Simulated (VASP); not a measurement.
Wanted: the native input for a VASP 6.6.1 run.

| Item | Value |
| --- | --- |
| Task | density of states |
| Functional | PBE |
| Potentials or basis | VASP PAW PBE potentials, release 64 (In_d) |
| Cutoff | 520 eV |
| k mesh | 16 × 16 × 16 |
| Occupations | fermi-dirac, width 0.1 eV |
| Spin | no spin polarisation |
| Dipole correction | no |
| k mesh for the DOS | 24 × 24 × 24 |
| Occupations for the DOS | tetrahedron |
| Further INCAR settings | ALGO = Normal; EDIFF = 1e-06 |

In:

```
In
1.0
    -1.40684    1.40684    1.40684
     1.40684   -1.40684    1.40684
     1.40684    1.40684   -1.40684
In
1
Direct
  0.00000 0.00000 0.00000
```

This cell differs from its parent crystal: volume scaled by 0.4.

The input as run:

POSCAR

```
In
1.0
   -1.4068436755      1.4068436755      1.4068436755
    1.4068436755     -1.4068436755      1.4068436755
    1.4068436755      1.4068436755     -1.4068436755
In
1
Direct
    0.0000000000      0.0000000000      0.0000000000
```

INCAR.step1

```
  PREC = Accurate
  ENCUT = 520
  EDIFF = 1E-6
  ISMEAR = -1
  SIGMA = 0.1
  LREAL = F
  LASPH = T
  NELM = 100
  ALGO = Normal
  ISIF = 2
  LWAVE = F
  LCHARG = T
  GGA = PE
  NBANDS = 12
```

KPOINTS.step1

```
Automatic mesh
0
Gamma
  16 16 16
```

INCAR.step2

```
  PREC = Accurate
  ENCUT = 520
  EDIFF = 1E-6
  ISMEAR = -5
  SIGMA = 0.1
  LREAL = F
  LASPH = T
  NELM = 100
  ALGO = Normal
  ISIF = 2
  LWAVE = F
  LCHARG = F
  GGA = PE
  LORBIT = 10
  NEDOS = 2001
  ICHARG = 11
```

KPOINTS.step2

```
Automatic mesh
0
Gamma
  24 24 24
```

Potentials or basis: VASP PAW PBE potentials, release 64 (In_d).

Command:

```bash
$ cat potpaw_PBE.64/In_d/POTCAR > POTCAR
$ cp INCAR.step1 INCAR
$ cp KPOINTS.step1 KPOINTS
$ mpirun -np 1 vasp_std > vasp.out
$ cp INCAR.step2 INCAR
$ cp KPOINTS.step2 KPOINTS
$ mpirun -np 1 vasp_std > vasp.out
```

Results of the run:

The valence electrons inside the program's atomic spheres are In 12.92.

Caveat: spin-orbit coupling is left out, which moves the levels of the heavy elements.

Wall time 90 s on 1 thread of Intel Xeon 8259CL (shared host), peak memory 0.18 GiB.
